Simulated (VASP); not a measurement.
Runs of VASP 6.6.1 on Rb. The structure is that of space group Fm-3m (No. 225), or close to it. The cells are those of the table. 

| task | level | potentials or basis | cell | cutoff (eV) | gap on the mesh (eV) | pressure (GPa) | relaxed volume (Å³/atom) |
| --- | --- | --- | --- | --- | --- | --- | --- |
| single point | BLYP+D3(BJ) | VASP PAW PBE potentials, release 64 (Rb_sv) | a = 4.845 Å, angles 60.0°, 1 atom | 520 | none | 0.0 | - |
| relaxation of cell and atoms | LDA | VASP PAW LDA potentials, release 64 (Rb_sv) | relaxed from a = 5.148 Å, angles 60.0°, 1 atom | 600 | none | 0.0 | (a) |
| relaxation of cell and atoms | BLYP+D3(BJ) | VASP PAW PBE potentials, release 64 (Rb_sv) | relaxed from a = 5.148 Å, angles 60.0°, 1 atom | 600 | none | -0.1 | 83.19 |
| relaxation of cell and atoms | PBEsol+D3(BJ) | VASP PAW PBE potentials, release 64 (Rb_sv) | relaxed from a = 5.148 Å, angles 60.0°, 1 atom | 600 | none | 0.0 | 80.27 |
| single point | PBEsol+D3(BJ) | VASP PAW PBE potentials, release 64 (Rb_sv) | a = 4.820 Å, angles 60.0°, 1 atom | 520 | none | 0.0 | - |
| single point | LDA | VASP PAW LDA potentials, release 64 (Rb_sv) | a = 4.795 Å, angles 60.0°, 1 atom | 520 | none | 0.0 | - |

Alike in all rows: no spin polarisation; k mesh 7 × 7 × 7; smearing fermi-dirac 0.15 eV.

Task: Estimate the missing entries.

Result: (a) 78.52.

Caveats: the PAW data sets were made with another functional, which shifts forces and pressure a little (some runs); pairwise dispersion overbinds metals, which lowers pressure and volume (some runs); the volume moved by over 15 % at a fixed basis, so the end points are rough (some runs).

A k mesh can miss the band edges, and the runs leave out spin-orbit coupling on Rb.

A gap of «none» marks levels without a gap at the run's occupations.
